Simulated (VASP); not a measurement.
Write the native input for VASP 6.6.1 that does the following.

* Task: single point
* Functional: r2SCAN
* Potentials or basis: VASP PAW PBE potentials, release 64 (K_sv, I)
* Cutoff: 520 eV
* k mesh: 6 × 6 × 6
* Occupations: gaussian, width 0.05 eV
* Spin: no spin polarisation
* Dipole correction: no
* Further INCAR settings: ALGO = Normal; EDIFF = 1e-07; NBANDS = 15

The system is KI.

```
K I
1.0
     0.00000    3.52455    3.48930
     3.52455    0.00000    3.48930
     3.52455    3.52455    0.00000
K I
1 1
Direct
  0.00000 0.00000 0.00000
  0.50000 0.50000 0.50000
```

This cell differs from its parent crystal: strain -0.0100 x Voigt [0, 0, 1, 0, 0, 0].

One way to write it, as run:

POSCAR

```
KI
1.0
    0.0000000000      3.5245500000      3.4893045000
    3.5245500000      0.0000000000      3.4893045000
    3.5245500000      3.5245500000      0.0000000000
K I
1 1
Direct
    0.0000000000      0.0000000000      0.0000000000
    0.5000000000      0.5000000000      0.5000000000
```

INCAR.step1

```
SYSTEM = KI
ALGO = Normal ; EDIFF = 1E-4
ENCUT = 520 ; GGA = PE
ISMEAR = 0 ; LASPH = .True.
LCHARG = .False. ; LREAL = .False.
LWAVE = .True. ; NBANDS = 15
NELM = 100 ; PREC = Accurate
SIGMA = 0.05
```

INCAR.step2

```
SYSTEM = KI
ALGO = Normal ; EDIFF = 1E-7
ENCUT = 520 ; ISIF = 2
ISMEAR = 0 ; ISTART = 1
LASPH = .True. ; LCHARG = .False.
LMIXTAU = .True. ; LREAL = .False.
LWAVE = .False. ; METAGGA = R2SCAN
NBANDS = 15 ; NELM = 100
PREC = Accurate ; SIGMA = 0.05
```

KPOINTS

```
k-points
0
Gamma
  6 6 6
  0 0 0
```

Potentials or basis: VASP PAW PBE potentials, release 64 (K_sv, I).

The run is started by

```sh
$ cat potpaw_PBE.64/K_sv/POTCAR potpaw_PBE.64/I/POTCAR > POTCAR
$ cp INCAR.step1 INCAR
$ mpirun -np 1 vasp_std > vasp.out
$ cp INCAR.step2 INCAR
$ mpirun -np 1 vasp_std > vasp.out
```

It gave:

The pressure is 0.4 GPa and the band gap on the k mesh is 4.65 eV.

Caveat: the cell differs from its parent crystal (strain -0.0100 x Voigt [0, 0, 1, 0, 0, 0]); the PAW data sets were made with another functional, which shifts forces and pressure a little; spin-orbit coupling is left out, which moves the levels of the heavy elements.

Run time: 2.3 min on 1 thread of AMD EPYC 9R45 96-Core Processor (Zen 5), on a shared host, peak memory 0.23 GiB.
